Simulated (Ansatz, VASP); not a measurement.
Two plane-wave programs on LiH4IO2

```
I Li O H
1.0
     5.93878    0.16127   -0.36394
    -1.05936    6.32327    0.53276
     0.78686   -0.21346    6.20563
I Li O H
2 2 4 8
Direct
  0.63069 0.84227 0.26579
  0.93506 0.25837 0.62957
  0.17797 0.48085 0.15580
  0.46590 0.49128 0.67884
  0.21178 0.93523 0.68821
  0.81614 0.59566 0.94200
  0.39266 0.18862 0.36667
  0.90780 0.70685 0.58991
  0.66183 0.85957 0.71003
  0.03868 0.96154 0.38516
  0.37294 0.78274 0.91808
  0.51577 0.09663 0.63470
  0.12511 0.64658 0.80217
  0.22156 0.74017 0.44767
  0.96518 0.12982 0.03936
  0.64016 0.04032 0.89998
```

Alike in both runs: task single point; functional RPBE; k mesh 3 × 3 × 3; occupations fermi-dirac, width 0.0868 eV; no spin polarisation.

|  | VASP | Ansatz |
| --- | --- | --- |
| version | VASP 6.6.1 | Ansatz 0.2.0 |
| potentials or method | VASP PAW PBE potentials, release 64 (I, Li_sv, O, H), cutoff 520 eV | PAW plane waves |
| valence electrons in the cell | 52 | 72 |

```tsv
	VASP	Ansatz	Ansatz less VASP
rms of the force components (eV/Å)	0.634	0.635	+0.0011
```

VASP's potentials were made for PBE, not for RPBE. Atom by atom the forces differ by 0.002 eV/Å (rms over components). With one functional, cell and mesh, what is left measures potentials, basis and numerics. VASP's potentials hold 52 valence electrons a cell and Ansatz's 72, so a difference there can come from the potentials and not from the codes.

Spin-orbit coupling is off throughout. Noted on VASP's run: the cutoff is short for stress, so the pressure is rough.
